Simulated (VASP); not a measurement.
# BaZrO3: single point with LDA

Crystal: BaZrO3.

```
Ba O Zr
1.0
     3.93512    0.00000    0.00000
     0.00000    3.93512    0.00000
     0.00000    0.00000    4.32567
Ba O Zr
1 3 1
Direct
  0.00000 0.00000 0.00000
  0.50000 0.50000 0.00000
  0.00000 0.50000 0.50000
  0.50000 0.00000 0.50000
  0.50000 0.50000 0.50000
```

```yaml
Program: VASP 6.6.1
Task: single point
Functional: LDA
Potentials_or_basis: VASP PAW LDA potentials, release 64 (Ba_sv, O_h, Zr_sv)
Cutoff: 1340 eV
k_mesh: 4 × 4 × 4
Occupations: gaussian, width 0.1 eV
Spin: no spin polarisation
Dipole_correction: no
Further_INCAR_settings: ALGO = Normal; EDIFF = 1e-06; NBANDS = 28
```

The pressure is 17.4 GPa and the band gap on the k mesh is 2.99 eV (least direct gap 3.04 eV).

Stress tensor (GPa, compression positive):
```
27.44  0.00  0.00
 0.00 27.44  0.00
 0.00  0.00 -2.56
```

Levels at points of the mesh, in eV from the valence-band top:
```csv
k point,band 16,band 17,band 18,band 19,band 20,band 21,band 22,band 23,band 24,band 25
"(0.00, 0.00, 0.00)",-0.94,-0.94,-0.43,-0.05,-0.05,2.99,2.99,3.44,4.06,4.95
"(0.50, 0.00, 0.00)",-2.21,-1.99,-1.99,-0.63,-0.20,3.63,6.55,6.65,6.77,7.28
"(0.50, 0.50, 0.00)",-3.34,-0.99,-0.59,-0.59,-0.05,6.40,6.40,6.66,7.52,8.82
"(0.00, 0.00, 0.50)",-2.05,-1.38,-1.38,-0.19,-0.19,3.80,5.39,5.39,5.72,6.71
"(0.50, 0.00, 0.50)",-2.50,-1.31,-1.30,-0.45,-0.36,5.45,6.54,6.56,6.83,8.02
"(0.50, 0.50, 0.50)",-2.59,-2.59,-0.15,-0.15,0.00,5.81,5.81,6.62,7.53,7.53
```

Run time: 120 s on 1 thread of AMD EPYC 7R43 64-Core Processor (Zen 3), with other jobs on the host, peak memory 0.34 GiB.

Caveat: the stress differs along the axes, from -3 to 27 GPa; spin-orbit coupling is left out, which moves the levels of the heavy elements. A k mesh can miss the band edges.
